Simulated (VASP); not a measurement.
# TaN (P6/mmm) in VASP: a series of runs

TaN is run at these levels: PBE+U, PBE; tasks: relaxation of cell and atoms, single point.

Program: VASP 6.6.1. These are calculated values, not measurements. Logs are shortened: lines on timing, memory, paths and dates and some standing lists are left out, and cuts for length are marked.

## Step 1: The cell of the first run

It takes space group P6/mmm (No. 191, hexagonal). Conventional cell: a = 5.185 Å, b = 5.185 Å, c = 2.908 Å, α = 90.00°, β = 90.00°, γ = 120.00°. Ta (site symmetry 6/mmm) has 6 N at 2.59 Å and 14 Ta at 2.91 to 3.33 Å within 3.4 Å. Ta (site symmetry -6m2) has 6 N at 2.09 Å and 5 Ta at 2.91 to 2.99 Å within 3.0 Å. Within 3.0 Å of N (site symmetry mmm) lie 6 Ta at 2.09 to 2.59 Å and 6 N at 2.59 to 2.91 Å.

## Step 2: Relaxation of cell and atoms, PBE+U

INCAR reads:

```
PREC = Accurate ; ENCUT = 600
EDIFF = 1E-6 ; ISMEAR = -1
SIGMA = 0.05 ; LREAL = F
LASPH = T ; NELM = 150
ALGO = Normal ; ISIF = 3
LWAVE = F ; LCHARG = F
LMAXMIX = 4 ; LDAU = T
LDAUTYPE = 2 ; LDAUL = 2 -1
LDAUU = 4 0 ; LDAUJ = 0 0
LDAUPRINT = 1 ; GGA = PE
IBRION = 2 ; NSW = 60
EDIFFG = -0.01
```

KPOINTS reads:

```
Automatic mesh
0
Gamma
  6 6 9
```

POSCAR reads:

```
TaN
1.0
    5.1850002000      0.0000000000      0.0000000000
   -2.5925001000      4.4903418900      0.0000000000
    0.0000000000      0.0000000000      2.9080005300
Ta N
3 3
Direct
    0.0000000000      0.0000000000      0.0000000000
    0.3333333333      0.6666666667      0.5000000000
    0.6666666667      0.3333333333      0.5000000000
    0.5000000000      0.0000000000      0.0000000000
    0.5000000000      0.5000000000      0.0000000000
    0.0000000000      0.5000000000      0.0000000000
```

Potentials or basis: VASP PAW PBE potentials, release 64 (Ta_pv, N).

Run with:

```
> cat potpaw_PBE.64/Ta_pv/POTCAR potpaw_PBE.64/N/POTCAR > POTCAR
> mpirun -np 1 vasp_std > vasp.out
```

OUTCAR:

```text
PREC = Accurate
   ENCUT = 600
   EDIFF = 1E-6
   ISMEAR = -1
   LREAL = F
   LASPH = T
   NELM = 150
   ISIF = 3
   GGA = PE
   IBRION = 2
   NSW = 60
   EDIFFG = -0.01

 ion  position               nearest neighbor table
   1  0.000  0.000  0.000-   5 2.59   6 2.59   6 2.59   5 2.59   4 2.59   4 2.59   2 3.33   3 3.33
                             2 3.33   3 3.33   2 3.33   2 3.33   3 3.33   3 3.33   2 3.33   3 3.33
   2  0.333  0.667  0.500-   4 2.09   4 2.09   6 2.09   6 2.09   5 2.09   5 2.09   3 2.99   3 2.99
                             3 2.99   1 3.33   1 3.33   1 3.33   1 3.33   1 3.33   1 3.33
   3  0.667  0.333  0.500-   4 2.09   4 2.09   6 2.09   6 2.09   5 2.09   5 2.09   2 2.99   2 2.99
                             2 2.99   1 3.33   1 3.33   1 3.33   1 3.33   1 3.33   1 3.33
   4  0.500  0.000  0.000-   2 2.09   3 2.09   2 2.09   3 2.09   1 2.59   1 2.59
   5  0.500  0.500  0.000-   2 2.09   3 2.09   2 2.09   3 2.09   1 2.59   1 2.59
   6  0.000  0.500  0.000-   2 2.09   3 2.09   2 2.09   3 2.09   1 2.59   1 2.59

  LATTYP: Found a hexagonal cell.
 ALAT       =     5.1850002000
 C/A-ratio  =     0.5608486823

  Lattice vectors:

 A1 = (   5.1850002000,   0.0000000000,   0.0000000000)
 A2 = (  -2.5925001000,   4.4903418900,   0.0000000000)
 A3 = (   0.0000000000,   0.0000000000,   2.9080005300)

Analysis of symmetry for initial positions (statically):
=====================================================================
 Subroutine PRICEL returns:
 Original cell was already a primitive cell.

 Routine SETGRP: Setting up the symmetry group for a
 hexagonal supercell.

 Subroutine GETGRP returns: Found 24 space group operations
 (whereof 24 operations were pure point group operations)
 out of a pool of 24 trial point group operations.

The static configuration has the point symmetry D_6h.

Analysis of symmetry for dynamics (positions and initial velocities):
=====================================================================
 Subroutine PRICEL returns:
 Original cell was already a primitive cell.

 Routine SETGRP: Setting up the symmetry group for a
 hexagonal supercell.

 Subroutine GETGRP returns: Found 24 space group operations
 (whereof 24 operations were pure point group operations)
 out of a pool of 24 trial point group operations.

The dynamic configuration has the point symmetry D_6h.

 Subroutine INISYM returns: Found 24 space group operations
 (whereof 24 operations are pure point group operations),
 and found     1 'primitive' translations

----------------------------------------------------------------------------------------

                                     Primitive cell

  volume of cell :      67.7053

  direct lattice vectors                    reciprocal lattice vectors
     5.185000200  0.000000000  0.000000000     0.192864023  0.111350096  0.000000000
    -2.592500100  4.490341890  0.000000000     0.000000000  0.222700192  0.000000000
     0.000000000  0.000000000  2.908000530     0.000000000  0.000000000  0.343878892

  length of vectors
     5.185000200  5.185000198  2.908000530     0.222700192  0.222700192  0.343878892

  position of ions in fractional coordinates (direct lattice)
     0.000000000  0.000000000  0.000000000
     0.333333333  0.666666667  0.500000000
     0.666666667  0.333333333  0.500000000
     0.500000000  0.000000000  0.000000000
     0.500000000  0.500000000  0.000000000
     0.000000000  0.500000000  0.000000000

  ion indices of the primitive-cell ions
   primitive index   ion index
                 1           1
                 2           2
                 3           3
                 4           4
                 5           5
                 6           6

----------------------------------------------------------------------------------------

 KPOINTS: Automatic mesh

Automatic generation of k-mesh.
 Grid dimensions read from file:
 generate k-points for:    6    6    9

 Generating k-lattice:

  Cartesian coordinates                     Fractional coordinates (reciprocal lattice)
     0.032144004  0.018558349  0.000000000     0.166666667  0.000000000  0.000000000
     0.000000000  0.037116699  0.000000000     0.000000000  0.166666667  0.000000000
     0.000000000  0.000000000  0.038208766     0.000000000  0.000000000  0.111111111

  Length of vectors
     0.037116699  0.037116699  0.038208766

  Shift w.r.t. Gamma in fractional coordinates (k-lattice)
     0.000000000  0.000000000  0.000000000

 Subroutine IBZKPT returns following result:
 ===========================================

 Found     35 irreducible k-points:

 Following reciprocal coordinates:
            Coordinates               Weight
  0.000000  0.000000  0.000000      1.000000
  0.166667  0.000000  0.000000      6.000000
  0.333333  0.000000  0.000000      6.000000
  0.500000  0.000000  0.000000      3.000000
  0.166667  0.166667  0.000000      6.000000
  0.333333  0.166667  0.000000     12.000000
[... 16 lines left out ...]
  0.166667  0.000000  0.333333     12.000000
  0.333333  0.000000  0.333333     12.000000
 [... further k-points ...]
   k-points           NKPTS =     35   k-points in BZ     NKDIM =     35   number of bands    NBANDS=     28
   number of dos      NEDOS =    301   number of ions     NIONS =      6
   total plane-waves  NPLWV =  42336
   dimension x,y,z NGX =    42 NGY =   42 NGZ =   24
   dimension x,y,z NGXF=    84 NGYF=   84 NGZF=   48
   ions per type =               3   3
   NGX,Y,Z   is equivalent  to a cutoff of  13.47, 13.47, 13.72 a.u.
   NGXF,Y,Z  is equivalent  to a cutoff of  26.93, 26.93, 27.44 a.u.
 SYSTEM =  unknown system
   PREC   = accura    normal or accurate (medium, high low for compatibility)
   ISTART =      0    job   : 0-new  1-cont  2-samecut
   ICHARG =      2    charge: 1-file 2-atom 10-const
   ISPIN  =      1    spin polarized calculation?
   LNONCOLLINEAR =      F non collinear calculations
   LSORBIT =      F    spin-orbit coupling
   LASPH  =      T    aspherical Exc in radial PAW
   ENCUT  =  600.0 eV  44.10 Ry    6.64 a.u.  10.36 10.36  5.81*2*pi/ulx,y,z
   NELM   =    150;   NELMIN=  2; NELMDL= -5     # of ELM steps
   EDIFF  = 0.1E-05   stopping-criterion for ELM
   LREAL  =      F    real-space projection
   EDIFFG = -.1E-01   stopping-criterion for IOM
   NSW    =     60    number of steps for IOM
   IBRION =      2    ionic relax: 0-MD 1-quasi-New 2-CG
   NFREE  =      1    steps in history (QN), initial steepest desc. (CG)
   ISIF   =      3    stress and relaxation
   ISYM   =      2    0-nonsym 1-usesym 2-fastsym
   POTIM  = 0.5000    time-step for ionic-motion
   TEBEG  =    0.0;   TEEND  =   0.0 temperature during run
   PSTRESS=    0.0 pullay stress
   NELECT =      48.0000    total number of electrons
   NUPDOWN=      -1.0000    fix difference up-down
   EMIN   =  10.00;   EMAX   =-10.00  energy-range for DOS
   EFERMI =   0.00;   METHOD = LEGACY
   ISMEAR =    -1;   SIGMA  =   0.05  broadening in eV -4-tet -1-fermi 0-gaus
   EFERMI_NEDOS =   21; number of points for ismear=-14 and -15
   IALGO  =     38    algorithm
   IMIX   =      4    mixing-type and parameters
     AMIX     =   0.40;   BMIX     =  1.00
     AMIX_MAG =   1.60;   BMIX_MAG =  1.00
  volume/ion in A,a.u.               =      11.28        76.15
  Fermi-wavevector in a.u.,A,eV,Ry     =   1.459759  2.758544 28.992586  2.130895
  Thomas-Fermi vector in A             =   2.576288
   LORBIT       =      0    0 simple, 1 ext, 2 COOP (PROOUT), +10 PAW based schemes
 LDA+U is selected, type is set to LDAUTYPE =  2
   angular momentum for each species LDAUL =     2   -1
   U (eV)           for each species LDAUU =   4.0  0.0
   J (eV)           for each species LDAUJ =   0.0  0.0
   GGA     = PE    functional components
   LHFCALC =     F    Hartree Fock is set to
   AEXX    =    0.0000 exact exchange contribution
   IVDW    =     0    specifies the selected vdW correction
   LEPSILON=     F    determine dielectric tensor
   LRPA    =     F    only Hartree local field effects (RPA)
 conjugate gradient relaxation of ions
 non-spin polarized calculation
  energy-cutoff  :      600.00
  volume of cell :       67.71
 maximum number of plane-waves:      2280
 NGX is ok and might be reduce to    42
   NGX = 21   NGY = 21   NGZ = 11

--------------------------------------- Ionic step        1  -------------------------------------------

 number of electron      48.0000003 magnetization

 Free energy of the ion-electron system (eV)
  ---------------------------------------------------
  ext. energy  EPLUGINS =         0.00000000
  ---------------------------------------------------
  free energy    TOTEN  =       -54.04665562 eV

  energy without entropy =      -54.04177826  energy(sigma->0) =      -54.04421694

------------------------ aborting loop because EDIFF is reached ----------------------------------------

  FORCE on cell =-STRESS in cart. coord.  units (eV):
  Direction    XX          YY          ZZ          XY          YZ          ZX
  --------------------------------------------------------------------------------------
  -------------------------------------------------------------------------------------
  Total        8.7337631      8.7337631     11.8900339      0.0000000     -0.0000000      0.0000000
  in kB      206.6756538    206.6756536    281.3656056      0.0000000     -0.0000000      0.0000000
  external PRESSURE =     231.5723043 kB  Pullay stress =       0.0000000 kB
[... 406 lines left out ...]
--------------------------------------- Ionic step        9  -------------------------------------------

 number of electron      48.0000001 magnetization

 Free energy of the ion-electron system (eV)
  ---------------------------------------------------
  ext. energy  EPLUGINS =         0.00000000
  ---------------------------------------------------
  free energy    TOTEN  =       -54.38238931 eV

  energy without entropy =      -54.37726923  energy(sigma->0) =      -54.37982927

 E-fermi :   7.9454     XC(G=0): -12.6969

 val. band max:        7.9364425696   @ k =   0.1667   0.0000   0.2222
 cond. band min:       8.1277978203   @ k =   0.3333   0.0000   0.2222
 fundamental gap:      0.1913552507
 Fermi energy:         7.9454075205

 k-point     1 :       0.0000    0.0000    0.0000
  band No.  band energies     occupation
      1     -29.1955      2.00000
      2     -29.1955      2.00000
      3     -28.9013      2.00000
      4     -28.9013      2.00000
      5     -28.6757      2.00000
      6     -28.6381      2.00000
[... 733 lines left out ...]
     27       9.8910      0.00000
     28      10.4280      0.00000

 [... further k-points ...]
[... 5 lines left out ...]
  --------------------------------------------------------------------------------------
  -------------------------------------------------------------------------------------
  Total        0.0067880      0.0067880      0.0025575      0.0000000      0.0000000     -0.0000000
  in kB        0.1496012      0.1496012      0.0563646      0.0000000      0.0000000     -0.0000000
  external PRESSURE =       0.1185224 kB  Pullay stress =       0.0000000 kB
[... 21 lines left out ...]
  FREE ENERGIE OF THE ION-ELECTRON SYSTEM (eV)
  ---------------------------------------------------
  free  energy   TOTEN  =       -54.3823893099 eV

  energy  without entropy=      -54.3772692311  energy(sigma->0) =      -54.37982927

 reached required accuracy - stopping structural energy minimisation
```

It took 2.8 min on 1 thread of Intel Xeon 6975P-C (Granite Rapids), shared host; peak memory 0.25 GiB.

What came out:

- Free energy: -54.3824 eV
- Relaxed volume: 12.12 Å³/atom
- Relaxed cell: a = 5.315 Å, b = 5.315 Å, c = 2.971 Å, α = 90.00°, β = 90.00°, γ = 120.00°
- Space group after relaxing (to 0.1 Å): P6/mmm (No. 191)
- Energy gained by relaxing: 56.0 meV/atom
- Ionic steps: 9
- Pressure after relaxing: 0.0 GPa
- Band gap on the k mesh: zero (bands 24 and 25 overlap by 1.53 eV)

Step by step:
| step | energy change (eV) | largest force (eV/Å) | pressure (GPa) | volume (Å³) |
| --- | --- | --- | --- | --- |
| 1 | 0.0000 | 0.0000 | 23.16 | 67.71 |
| 2 | 1.2002 | 0.0000 | -32.52 | 84.96 |
| 3 | -0.3280 | 0.0000 | -0.92 | 72.74 |
| 4 | -0.3291 | 0.0000 | 0.18 | 72.46 |
| 5 | -0.3291 | 0.0000 | 0.58 | 72.37 |
| 6 | -0.3354 | 0.0000 | 0.27 | 72.67 |
| 7 | -0.3357 | 0.0000 | 0.31 | 72.62 |
| 8 | -0.3355 | 0.0000 | -0.52 | 72.83 |
| 9 | -0.3357 | 0.0000 | 0.01 | 72.70 |

Final structure:
```
Ta N
1.0
     5.31514    0.00000    0.00000
    -2.65757    4.60305    0.00000
     0.00000    0.00000    2.97138
Ta N
3 3
Direct
  0.00000 0.00000 0.00000
  0.33333 0.66667 0.50000
  0.66667 0.33333 0.50000
  0.50000 0.00000 0.00000
  0.50000 0.50000 0.00000
  0.00000 0.50000 0.00000
```

Levels at points of the mesh, in eV from the Fermi level:
```csv
k point,band 20,band 21,band 22,band 23,band 24,band 25,band 26,band 27,band 28
"(0.00, 0.00, 0.00)",-3.01,-3.01,-2.47,-1.90,-0.86,-0.86,0.90,0.96,0.96
"(0.50, 0.00, 0.00)",-4.47,-3.27,-2.93,-1.79,-0.58,1.37,1.87,1.93,2.19
```

Eigenvalues of the final occupation matrices:
| site | spin | trace | eigenvalues |
| --- | --- | --- | --- |
| site 1 d | 1 | 1.03 | 0.14 0.14 0.24 0.25 0.25 |
| site 1 d | 2 | 1.03 | 0.14 0.14 0.24 0.25 0.25 |
| site 2 d | 1 | 1.09 | 0.20 0.20 0.22 0.22 0.25 |
| site 2 d | 2 | 1.09 | 0.20 0.20 0.22 0.22 0.25 |
| site 3 d | 1 | 1.09 | 0.20 0.20 0.22 0.22 0.25 |
| site 3 d | 2 | 1.09 | 0.20 0.20 0.22 0.22 0.25 |

Caveat: spin-orbit coupling is left out, which moves the levels of the heavy elements; U without spin polarisation on a metal has little footing.

## Step 3: Relaxation of cell and atoms, PBE+U

INCAR reads:

```
PREC = Accurate
ENCUT = 600
EDIFF = 1E-6
ISMEAR = -1
SIGMA = 0.05
LREAL = F
LASPH = T
NELM = 150
ALGO = Normal
ISIF = 3
LWAVE = F
LCHARG = F
LMAXMIX = 4
LDAU = T
LDAUTYPE = 2
LDAUL = 2 -1
LDAUU = 5 0
LDAUJ = 0 0
LDAUPRINT = 1
GGA = PE
IBRION = 2
NSW = 60
EDIFFG = -0.01
```

KPOINTS is that of step 2.

POSCAR is that of step 2.

Potentials or basis: VASP PAW PBE potentials, release 64 (Ta_pv, N).

Run with:

```
> cat potpaw_PBE.64/Ta_pv/POTCAR potpaw_PBE.64/N/POTCAR > POTCAR
> mpirun -np 1 vasp_std > vasp.out
```

It took 3 min on 1 thread of Intel Xeon 6975P-C (Granite Rapids), shared host; peak memory 0.25 GiB.

It converged, with:

- Free energy: -51.9006 eV
- Relaxed volume: 12.23 Å³/atom
- Relaxed cell: a = 5.332 Å, b = 5.332 Å, c = 2.981 Å, α = 90.00°, β = 90.00°, γ = 120.00°
- Space group after relaxing (to 0.1 Å): P6/mmm (No. 191)
- Energy gained by relaxing: 72.1 meV/atom
- Ionic steps: 9
- Pressure after relaxing: 0.0 GPa
- Band gap on the k mesh: zero (bands 24 and 25 overlap by 1.35 eV)

The path:
```tsv
step	energy change (eV)	largest force (eV/Å)	pressure (GPa)	volume (Å³)
1	0.0000	0.0000	26.40	67.71
2	1.4994	0.0000	-34.70	87.59
3	-0.4228	0.0000	-1.20	73.49
4	-0.4247	0.0000	0.17	73.14
5	-0.4247	0.0000	0.61	73.02
6	-0.4325	0.0000	0.28	73.36
7	-0.4328	0.0000	0.31	73.31
8	-0.4326	0.0000	-0.51	73.53
9	-0.4328	0.0000	0.02	73.39
```

Final structure:
```yaml
crystal:
  lattice:
    - [5.33198, 0.00000, 0.00000]
    - [-2.66599, 4.61763, 0.00000]
    - [0.00000, 0.00000, 2.98074]
  atoms:
    - { symbol: Ta, position: [0.00000, 0.00000, 0.00000] }
    - { symbol: Ta, position: [0.33333, 0.66667, 0.50000] }
    - { symbol: Ta, position: [0.66667, 0.33333, 0.50000] }
    - { symbol: N, position: [0.50000, 0.00000, 0.00000] }
    - { symbol: N, position: [0.50000, 0.50000, 0.00000] }
    - { symbol: N, position: [0.00000, 0.50000, 0.00000] }
```

Levels at points of the mesh, in eV from the Fermi level:
```tsv
k point	band 22	band 23	band 24	band 25	band 26	band 27
(0.00, 0.00, 0.00)	-2.53	-1.91	-0.82	-0.82	0.81	0.96
(0.50, 0.00, 0.00)	-2.98	-1.87	-0.60	1.35	1.86	1.94
```

Eigenvalues of the final occupation matrices:
| site | spin | trace | eigenvalues |
| --- | --- | --- | --- |
| site 1 d | 1 | 1.00 | 0.13 0.13 0.24 0.25 0.25 |
| site 1 d | 2 | 1.00 | 0.13 0.13 0.24 0.25 0.25 |
| site 2 d | 1 | 1.06 | 0.19 0.19 0.22 0.22 0.25 |
| site 2 d | 2 | 1.06 | 0.19 0.19 0.22 0.22 0.25 |
| site 3 d | 1 | 1.06 | 0.19 0.19 0.22 0.22 0.25 |
| site 3 d | 2 | 1.06 | 0.19 0.19 0.22 0.22 0.25 |

Caveat: spin-orbit coupling is left out, which moves the levels of the heavy elements; U without spin polarisation on a metal has little footing. PBE usually gives volumes a little too large and moduli too small.

## Step 4: Single point, PBE+U

This run uses another cell than the first one, of 12.22 Å³/atom.

INCAR reads:

```
SYSTEM = TaN
  PREC = Accurate
  ENCUT = 520
  EDIFF = 1E-6
  ISMEAR = -1
  SIGMA = 0.05
  LREAL = .FALSE.
  LASPH = .TRUE.
  NELM = 150
  ALGO = Normal
  ISIF = 2
  LWAVE = .FALSE.
  LCHARG = .TRUE.
  LMAXMIX = 4
  LDAU = .TRUE.
  LDAUTYPE = 2
  LDAUL = 2 -1
  LDAUU = 8 0
  LDAUJ = 0 0
  LDAUPRINT = 1
  GGA = PE
  LELF = .TRUE.
  LVHAR = .TRUE.
  NBANDS = 33
```

KPOINTS reads:

```
Automatic mesh
0
G
  6 6 9
  0 0 0
```

Changes to POSCAR since step 3:

```diff
@@ -2,5 +2,5 @@
 1.0
-    5.1850002000      0.0000000000      0.0000000000
-   -2.5925001000      4.4903418900      0.0000000000
-    0.0000000000      0.0000000000      2.9080005300
+    5.3526267244      0.0000000000      0.0000000000
+   -2.6763133622      4.6355107203      0.0000000000
+    0.0000000000      0.0000000000      2.9551842670
 Ta N
```

Run with:

```
> cat potpaw_PBE.64/Ta_pv/POTCAR potpaw_PBE.64/N/POTCAR > POTCAR
> mpirun -np 1 vasp_std > vasp.out
```

Wall time 1.9 min (1 thread of Intel Xeon 8259CL, shared host); peak memory 0.22 GiB.

The run converged. Its results:

- Free energy: -44.6858 eV
- Pressure: 9.7 GPa
- Band gap on the k mesh: zero (bands 24 and 25 overlap by 0.96 eV)

Stress tensor (GPa, compression positive):
```
 6.72  0.00  0.00
 0.00  6.72  0.00
 0.00  0.00 15.55
```

Levels at points of the mesh, in eV from the Fermi level:
| k point | band 21 | band 22 | band 23 | band 24 | band 25 | band 26 | band 27 | band 28 |
| --- | --- | --- | --- | --- | --- | --- | --- | --- |
| (0.00, 0.00, 0.00) | -3.34 | -2.84 | -2.08 | -0.71 | -0.71 | 0.59 | 1.10 | 1.10 |
| (0.50, 0.00, 0.00) | -3.48 | -3.28 | -2.10 | -0.67 | 1.34 | 2.01 | 2.13 | 2.29 |

Eigenvalues of the final occupation matrices:
```
    site  spin  trace               eigenvalues
site 1 d     1   0.94  0.11 0.11 0.22 0.25 0.25
site 1 d     2   0.94  0.11 0.11 0.22 0.25 0.25
site 2 d     1   1.00  0.17 0.17 0.21 0.21 0.24
site 2 d     2   1.00  0.17 0.17 0.21 0.21 0.24
site 3 d     1   1.00  0.17 0.17 0.21 0.21 0.24
site 3 d     2   1.00  0.17 0.17 0.21 0.21 0.24
```

Caveat: the cell stands under pressure; spin-orbit coupling is left out, which moves the levels of the heavy elements; U without spin polarisation on a metal has little footing.

(Continued in part 2 of 2.)
